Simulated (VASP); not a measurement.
# InSb (I-4m2) in VASP: notebook

InSb is run at these levels: PBE; tasks: single point.

All numbers are computed with VASP 6.6.1; they aren't measurements. Logs are shortened: lines on timing, memory, paths and dates and some standing lists are left out, and cuts for length are marked.

### Step 1. The cell of the first run

It takes space group I-4m2 (No. 119, tetragonal). Conventional cell: a = 5.142 Å, b = 5.142 Å, c = 5.141 Å, α = 90.00°, β = 90.00°, γ = 90.00°. Within 3.8 Å of In (site symmetry -4m2) lie 4 Sb at 2.87 Å. Sb (site symmetry -4m2) has 4 In at 2.87 Å within 3.8 Å.

### Step 2. Single point, PBE

Input file INCAR:

```
SYSTEM = InSb
PREC = Accurate
ENCUT = 520
EDIFF = 1E-6
ISMEAR = 0
SIGMA = 0.15
LREAL = .False.
LASPH = .True.
NELM = 100
ALGO = Normal
ISIF = 2
LWAVE = .False.
LCHARG = .True.
GGA = PE
LELF = .True.
LVHAR = .True.
NBANDS = 16
```

Input file KPOINTS:

```
regular mesh
0
Gamma
  14 14 14
  0 0 0
```

Input file POSCAR:

```
InSb
1.0
    0.0000000000      3.6359498532      2.5706165462
    3.6359498532      0.0000000000      2.5706165462
    3.6359498532      3.6359498532      0.0000000000
In Sb
1 1
Direct
    0.0000000000      0.0000000000      0.0000000000
    0.7500000000      0.7500000000      0.7500000000
```

Potentials or basis: VASP PAW PBE potentials, release 64 (In_d, Sb).

The run is started by

```console
$ cat potpaw_PBE.64/In_d/POTCAR potpaw_PBE.64/Sb/POTCAR > POTCAR
$ mpirun -np 1 vasp_std > vasp.out
```

OUTCAR:

```text
SYSTEM = InSb
   PREC = Accurate
   ENCUT = 520
   EDIFF = 1E-6
   ISMEAR = 0
   LREAL = .False.
   LASPH = .True.
   NELM = 100
   ISIF = 2
   GGA = PE

 ion  position               nearest neighbor table
   1  0.000  0.000  0.000-   2 2.87   2 2.87   2 2.87   2 2.87
   2  0.750  0.750  0.750-   1 2.87   1 2.87   1 2.87   1 2.87

  LATTYP: Found a body centered tetragonal cell.
 ALAT       =     5.1420095945
 C/A-ratio  =     0.9998489886

  Lattice vectors:

 A1 = (   0.0000000000,  -3.6359498532,  -2.5706165462)
 A2 = (   0.0000000000,   3.6359498532,  -2.5706165462)
 A3 = (   3.6359498532,   0.0000000000,   2.5706165462)

Analysis of symmetry for initial positions (statically):
=====================================================================
 Subroutine PRICEL returns:
 Original cell was already a primitive cell.

 Routine SETGRP: Setting up the symmetry group for a
 body centered tetragonal supercell.

 Subroutine GETGRP returns: Found  8 space group operations
 (whereof  8 operations were pure point group operations)
 out of a pool of 16 trial point group operations.

The static configuration has the point symmetry D_2d.

Analysis of symmetry for dynamics (positions and initial velocities):
=====================================================================
 Subroutine PRICEL returns:
 Original cell was already a primitive cell.

 Routine SETGRP: Setting up the symmetry group for a
 body centered tetragonal supercell.

 Subroutine GETGRP returns: Found  8 space group operations
 (whereof  8 operations were pure point group operations)
 out of a pool of 16 trial point group operations.

The dynamic configuration has the point symmetry D_2d.

 Subroutine INISYM returns: Found  8 space group operations
 (whereof  8 operations are pure point group operations),
 and found     1 'primitive' translations

----------------------------------------------------------------------------------------

                                     Primitive cell

  volume of cell :      67.9678

  direct lattice vectors                    reciprocal lattice vectors
     0.000000000  3.635949853  2.570616546    -0.137515648  0.137515648  0.194505867
     3.635949853  0.000000000  2.570616546     0.137515648 -0.137515648  0.194505867
     3.635949853  3.635949853  0.000000000     0.137515648  0.137515648 -0.194505867

  length of vectors
     4.452886790  4.452886790  5.142009595     0.275052066  0.275052066  0.275052066

  position of ions in fractional coordinates (direct lattice)
     0.000000000  0.000000000  0.000000000
[... 80 lines left out ...]
   EDIFFG = 0.1E-04   stopping-criterion for IOM
   NSW    =      0    number of steps for IOM
   IBRION =     -1    ionic relax: 0-MD 1-quasi-New 2-CG
   NFREE  =      0    steps in history (QN), initial steepest desc. (CG)
   ISIF   =      2    stress and relaxation
   ISYM   =      2    0-nonsym 1-usesym 2-fastsym
   POTIM  = 0.5000    time-step for ionic-motion
   TEBEG  =    0.0;   TEEND  =   0.0 temperature during run
   PSTRESS=    0.0 pullay stress
   NELECT =      18.0000    total number of electrons
   NUPDOWN=      -1.0000    fix difference up-down
   EMIN   =  10.00;   EMAX   =-10.00  energy-range for DOS
   EFERMI =   0.00;   METHOD = LEGACY
   ISMEAR =     0;   SIGMA  =   0.15  broadening in eV -4-tet -1-fermi 0-gaus
   EFERMI_NEDOS =   21; number of points for ismear=-14 and -15
   IALGO  =     38    algorithm
   IMIX   =      4    mixing-type and parameters
     AMIX     =   0.40;   BMIX     =  1.00
     AMIX_MAG =   1.60;   BMIX_MAG =  1.00
  volume/ion in A,a.u.               =      33.98       229.33
  Fermi-wavevector in a.u.,A,eV,Ry     =   1.051311  1.986690 15.037912  1.105255
  Thomas-Fermi vector in A             =   2.186349
   LORBIT       =      0    0 simple, 1 ext, 2 COOP (PROOUT), +10 PAW based schemes
   GGA     = PE    functional components
   LHFCALC =     F    Hartree Fock is set to
   AEXX    =    0.0000 exact exchange contribution
   IVDW    =     0    specifies the selected vdW correction
   LEPSILON=     F    determine dielectric tensor
   LRPA    =     F    only Hartree local field effects (RPA)
 non-spin polarized calculation
 Gauss-broadening in eV      SIGMA  =   0.15
  energy-cutoff  :      520.00
  volume of cell :       67.97
 maximum number of plane-waves:      1878
 NGX is ok and might be reduce to    36

 number of electron      18.0000001 magnetization

 Free energy of the ion-electron system (eV)
  ---------------------------------------------------
  ext. energy  EPLUGINS =         0.00000000
  ---------------------------------------------------
  free energy    TOTEN  =        -6.66787600 eV

  energy without entropy =       -6.66341260  energy(sigma->0) =       -6.66564430

 E-fermi :   5.1394     XC(G=0):  -8.8133

 val. band max:        5.1206186778   @ k =  -0.0714   0.1429   0.0714
 cond. band min:       5.1438280009   @ k =  -0.1429   0.0714   0.0000
 fundamental gap:      0.0232093231
 Fermi energy:         5.1393930464

 k-point     1 :       0.0000    0.0000    0.0000
  band No.  band energies     occupation
      1      -9.5092      2.00000
      2      -9.5092      2.00000
      3      -9.4732      2.00000
      4      -9.4593      2.00000
      5      -9.4110      2.00000
      6      -5.4214      2.00000
[... 433 lines left out ...]
      3      -9.4860      2.00000
      4      -9.4714      2.00000
      5      -9.3988      2.00000
      6      -4.6044      2.00000
[... 8 lines left out ...]
     15      13.7925      0.00000
     16      14.2498      0.00000

 [... further k-points ...]

------------------------ aborting loop because EDIFF is reached ----------------------------------------

  FORCE on cell =-STRESS in cart. coord.  units (eV):
  Direction    XX          YY          ZZ          XY          YZ          ZX
  --------------------------------------------------------------------------------------
  -------------------------------------------------------------------------------------
  Total       -0.0049911     -0.0049911      1.3529258      0.0000000      0.0000000      0.0000000
  in kB       -0.1176530     -0.1176530     31.8919814      0.0000000      0.0000000      0.0000000
  external PRESSURE =      10.5522251 kB  Pullay stress =       0.0000000 kB

 VOLUME and BASIS-vectors are now :
 -----------------------------------------------------------------------------
  energy-cutoff  :      520.00
  volume of cell :       67.97
      direct lattice vectors                 reciprocal lattice vectors
     0.000000000  3.635949853  2.570616546    -0.137515648  0.137515648  0.194505867
     3.635949853  0.000000000  2.570616546     0.137515648 -0.137515648  0.194505867
     3.635949853  3.635949853  0.000000000     0.137515648  0.137515648 -0.194505867

 POSITION                                       TOTAL-FORCE (eV/Angst)
 -----------------------------------------------------------------------------------
      0.00000      0.00000      0.00000        -0.000000     -0.000000      0.000000
      5.45392      5.45392      3.85592         0.000000      0.000000     -0.000000
 -----------------------------------------------------------------------------------
    total drift:                                0.000001      0.000001     -0.000002

  FREE ENERGIE OF THE ION-ELECTRON SYSTEM (eV)
  ---------------------------------------------------
  free  energy   TOTEN  =        -6.6678759991 eV

  energy  without entropy=       -6.6634125980  energy(sigma->0) =       -6.66564430
```

It took 1.8 min on 1 thread of Intel Xeon Platinum 8559C (Emerald Rapids), shared host; peak memory 0.43 GiB.

Results:

```yaml
Free_energy: -6.6679 eV
Pressure: 1.1 GPa
Band_gap_on_the_k_mesh: zero (bands 9 and 10 overlap by 0.78 eV)
```

Levels at points of the mesh, in eV from the Fermi level:
```
           k point  band 6  band 7  band 8  band 9  band 10  band 11  band 12  band 13
(0.00, 0.00, 0.00)  -10.56   -0.75   -0.48   -0.48     0.61     3.07     3.78     3.78
(0.50, 0.00, 0.00)   -9.19   -5.47   -1.75   -0.56    -0.11     3.03     4.62     6.87
(0.50, 0.50, 0.00)   -8.21   -4.81   -3.17   -3.17    -0.07     0.78     8.15     8.15
(0.50, 0.00, 0.50)   -8.97   -6.23   -1.40   -1.20     2.02     2.33     5.73     6.06
```

Caveat: semilocal functionals underestimate gaps, so a narrow gap can read as zero; spin-orbit coupling is left out, which moves the levels of the heavy elements.

### Step 3. Single point, PBE

This run uses another cell than the first one, of the same volume but with other edges.

Input file INCAR:

```
SYSTEM = InSb
PREC = Accurate ; ENCUT = 520
EDIFF = 1E-6 ; ISMEAR = 0
SIGMA = 0.15 ; LREAL = .False.
LASPH = .True. ; NELM = 100
ALGO = Normal ; ISIF = 2
LWAVE = .False. ; LCHARG = .False.
GGA = PE ; NBANDS = 16
```

KPOINTS is that of step 2.

Input file POSCAR:

```
InSb
1.0
    0.0000000000      2.8858553109      4.0805994097
    2.8858553109      0.0000000000      4.0805994097
    2.8858553109      2.8858553109      0.0000000000
In Sb
1 1
Direct
    0.0000000000      0.0000000000      0.0000000000
    0.7500000000      0.7500000000      0.7500000000
```

Potentials or basis: VASP PAW PBE potentials, release 64 (In_d, Sb).

The run is started by

```console
$ cat potpaw_PBE.64/In_d/POTCAR potpaw_PBE.64/Sb/POTCAR > POTCAR
$ mpirun -np 1 vasp_std > vasp.out
```

OUTCAR:

```text
SYSTEM = InSb
   PREC = Accurate
   ENCUT = 520
   EDIFF = 1E-6
   ISMEAR = 0
   LREAL = .False.
   LASPH = .True.
   NELM = 100
   ISIF = 2
   GGA = PE

 ion  position               nearest neighbor table
   1  0.000  0.000  0.000-   2 2.89   2 2.89   2 2.89   2 2.89
   2  0.750  0.750  0.750-   1 2.89   1 2.89   1 2.89   1 2.89

  LATTYP: Found a body centered tetragonal cell.
 ALAT       =     4.0812157197
 C/A-ratio  =     1.9996979772

  Lattice vectors:

 A1 = (  -2.8858553109,   0.0000000000,   4.0805994097)
 A2 = (   2.8858553109,   0.0000000000,   4.0805994097)
 A3 = (   0.0000000000,   2.8858553109,  -4.0805994097)

Analysis of symmetry for initial positions (statically):
=====================================================================
 Subroutine PRICEL returns:
 Original cell was already a primitive cell.

 Routine SETGRP: Setting up the symmetry group for a
 body centered tetragonal supercell.

 Subroutine GETGRP returns: Found  8 space group operations
 (whereof  8 operations were pure point group operations)
 out of a pool of 16 trial point group operations.

The static configuration has the point symmetry D_2d.

Analysis of symmetry for dynamics (positions and initial velocities):
[... 162 lines left out ...]
 val. band max:        5.4803163513   @ k =   0.5000  -0.0000   0.0714
 cond. band min:       5.4886719347   @ k =  -0.3571   0.0000   0.0714
 fundamental gap:      0.0083555834
 Fermi energy:         5.4862494942

 k-point     1 :       0.0000    0.0000    0.0000
  band No.  band energies     occupation
      1      -9.5080      2.00000
      2      -9.4339      2.00000
      3      -9.4339      2.00000
      4      -9.4062      2.00000
      5      -9.4042      2.00000
      6      -5.4345      2.00000
[... 433 lines left out ...]
      3      -9.4250      2.00000
      4      -9.4069      2.00000
      5      -9.3930      2.00000
      6      -4.9560      2.00000
[... 8 lines left out ...]
     15      13.0023      0.00000
     16      14.7951      0.00000

 [... further k-points ...]

------------------------ aborting loop because EDIFF is reached ----------------------------------------

  FORCE on cell =-STRESS in cart. coord.  units (eV):
  Direction    XX          YY          ZZ          XY          YZ          ZX
  --------------------------------------------------------------------------------------
  -------------------------------------------------------------------------------------
  Total        2.1338099      2.1338099     -1.5207928      0.0000000      0.0000000     -0.0000000
  in kB       50.2994513     50.2994513    -35.8490431      0.0000000      0.0000000     -0.0000000
  external PRESSURE =      21.5832865 kB  Pullay stress =       0.0000000 kB

 VOLUME and BASIS-vectors are now :
 -----------------------------------------------------------------------------
  energy-cutoff  :      520.00
  volume of cell :       67.97
      direct lattice vectors                 reciprocal lattice vectors
     0.000000000  2.885855311  4.080599410    -0.173258860  0.173258860  0.122531018
     2.885855311  0.000000000  4.080599410     0.173258860 -0.173258860  0.122531018
     2.885855311  2.885855311  0.000000000     0.173258860  0.173258860 -0.122531018

 POSITION                                       TOTAL-FORCE (eV/Angst)
 -----------------------------------------------------------------------------------
      0.00000      0.00000      0.00000         0.000000      0.000000      0.000000
      4.32878      4.32878      6.12090        -0.000000     -0.000000      0.000000
 -----------------------------------------------------------------------------------
    total drift:                                0.000001      0.000001     -0.000001

  FREE ENERGIE OF THE ION-ELECTRON SYSTEM (eV)
  ---------------------------------------------------
  free  energy   TOTEN  =        -6.3755862665 eV

  energy  without entropy=       -6.3646835360  energy(sigma->0) =       -6.37013490
```

It took 1.7 min on 1 thread of Intel Xeon Platinum 8559C (Emerald Rapids), shared host; peak memory 0.43 GiB.

What came out:

```yaml
Free_energy: -6.3756 eV
Pressure: 2.2 GPa
Band_gap_on_the_k_mesh: zero (bands 9 and 10 overlap by 0.55 eV)
```

Levels at points of the mesh, in eV from the Fermi level:
```csv
k point,band 7,band 8,band 9,band 10,band 11,band 12
"(0.00, 0.00, 0.00)",-2.05,-1.65,0.39,0.39,2.93,2.93
"(0.50, 0.00, 0.00)",-5.84,-2.46,-0.92,0.12,4.08,4.50
"(0.50, 0.50, 0.00)",-7.08,-1.11,-1.11,2.46,2.71,6.36
"(0.50, 0.00, 0.50)",-5.49,-2.98,-2.74,0.16,0.48,5.15
```

Caveat: semilocal functionals underestimate gaps, so a narrow gap can read as zero; spin-orbit coupling is left out, which moves the levels of the heavy elements.

### Step 4. Single point, PBE

This run uses another cell than the first one, of the same volume but with other edges.

Input file INCAR:

```
SYSTEM = InSb
PREC = Accurate
ENCUT = 520
EDIFF = 1E-7
ISMEAR = 0
SIGMA = 0.15
LREAL = .FALSE.
LASPH = .TRUE.
NELM = 100
ALGO = Normal
ISIF = 2
LWAVE = .FALSE.
LCHARG = .FALSE.
GGA = PE
NBANDS = 16
```

Input file KPOINTS:

```
Automatic mesh
0
G
  14 14 14
  0 0 0
```

Input file POSCAR:

```
InSb
1.0
    0.0000000000      3.0481098011      3.6577317614
    3.0481098011      0.0000000000      3.6577317614
    3.0481098011      3.0481098011      0.0000000000
In Sb
1 1
Direct
    0.0000000000      0.0000000000      0.0000000000
    0.7500000000      0.7500000000      0.7500000000
```

The run is started by

```console
$ cat potpaw_PBE.64/In_d/POTCAR potpaw_PBE.64/Sb/POTCAR > POTCAR
$ mpirun -np 1 vasp_std > vasp.out
```

It took 1.7 min on 1 thread of Intel Xeon Platinum 8559C (Emerald Rapids), shared host; peak memory 0.41 GiB.

It converged, with:

- Free energy: -6.7573 eV
- Pressure: 2.8 GPa
- Band gap on the k mesh: zero (bands 9 and 10 overlap by 0.20 eV)

Stress tensor (GPa, compression positive):
```
 4.83  0.00  0.00
 0.00  4.83  0.00
 0.00  0.00 -1.36
```

Levels at points of the mesh, in eV from the Fermi level:
| k point | band 6 | band 7 | band 8 | band 9 | band 10 | band 11 | band 12 | band 13 |
| --- | --- | --- | --- | --- | --- | --- | --- | --- |
| (0.00, 0.00, 0.00) | -10.96 | -1.09 | -0.75 | 0.06 | 0.06 | 2.68 | 2.68 | 3.09 |
| (0.50, 0.00, 0.00) | -9.60 | -5.88 | -1.91 | -0.61 | -0.14 | 3.55 | 4.01 | 6.00 |
| (0.50, 0.50, 0.00) | -9.37 | -6.70 | -1.84 | -1.84 | 1.76 | 1.95 | 7.54 | 7.62 |
| (0.50, 0.00, 0.50) | -8.82 | -5.87 | -2.82 | -2.72 | 0.60 | 0.76 | 6.63 | 6.95 |

Caveat: semilocal functionals underestimate gaps, so a narrow gap can read as zero; spin-orbit coupling is left out, which moves the levels of the heavy elements.

### Step 5. Single point, PBE

This run uses another cell than the first one, of the same volume but with other edges.

Input file INCAR:

```
PREC = Accurate ; ENCUT = 520
EDIFF = 1E-6 ; ISMEAR = 0
SIGMA = 0.15 ; LREAL = False
LASPH = True ; NELM = 60
ALGO = Normal ; ISIF = 2
LWAVE = False ; LCHARG = True
GGA = PE ; LELF = True
LVHAR = True ; NBANDS = 16
```

Input file KPOINTS:

```
regular mesh
0
Gamma
  14 14 14
```

Input file POSCAR:

```
InSb
1.0
    0.0000000000      3.5187857283      2.7446528681
    3.5187857283      0.0000000000      2.7446528681
    3.5187857283      3.5187857283      0.0000000000
In Sb
1 1
Direct
    0.0000000000      0.0000000000      0.0000000000
    0.7500000000      0.7500000000      0.7500000000
```

The run is started by

```console
$ cat potpaw_PBE.64/In_d/POTCAR potpaw_PBE.64/Sb/POTCAR > POTCAR
$ mpirun -np 1 vasp_std > vasp.out
```

It took 1.8 min on 1 thread of Intel Xeon Platinum 8559C (Emerald Rapids), shared host; peak memory 0.41 GiB.

It converged, with:

| Quantity | Value |
| --- | --- |
| Free energy | -6.7580 eV |
| Pressure | 2.1 GPa |
| Band gap on the k mesh | zero (bands 9 and 10 overlap by 0.30 eV) |

Stress tensor (GPa, compression positive):
```
1.00 0.00 0.00
0.00 1.00 0.00
0.00 0.00 4.24
```

Levels at points of the mesh, in eV from the Fermi level:
```
           k point  band 7  band 8  band 9  band 10  band 11  band 12
(0.00, 0.00, 0.00)   -0.62   -0.48   -0.48     0.37     2.78     3.30
(0.50, 0.00, 0.00)   -5.68   -1.75   -0.60    -0.05     3.10     4.56
(0.50, 0.50, 0.00)   -5.25   -3.10   -3.10     0.10     0.66     8.02
(0.50, 0.00, 0.50)   -6.31   -1.85   -1.70     1.68     1.88     6.33
```

Caveat: semilocal functionals underestimate gaps, so a narrow gap can read as zero; spin-orbit coupling is left out, which moves the levels of the heavy elements.

### Step 6. Overview

```csv
cell,gap on the mesh (eV),pressure (GPa)
"a = 4.453, b = 4.453, c = 5.142 Å, angles 54.7, 54.7, 70.5°, 2 atoms",none,1.1
"a = 4.998, b = 4.998, c = 4.081 Å, angles 65.9, 65.9, 48.2°, 2 atoms",none,2.2
"a = 4.761, b = 4.761, c = 4.311 Å, angles 63.1, 63.1, 53.8°, 2 atoms",none,2.8
"a = 4.463, b = 4.463, c = 4.976 Å, angles 56.1, 56.1, 67.8°, 2 atoms",none,2.1
```

Alike in all rows: task single point; level PBE; potentials or basis VASP PAW PBE potentials, release 64 (In_d, Sb); no spin polarisation; k mesh 14 × 14 × 14; cutoff (eV) 520; smearing gaussian 0.15 eV.

Caveats: semilocal functionals underestimate gaps, so a narrow gap can read as zero; spin-orbit coupling is left out, which moves the levels of the heavy elements.

Absolute energies hang on the potentials; compare differences alone.
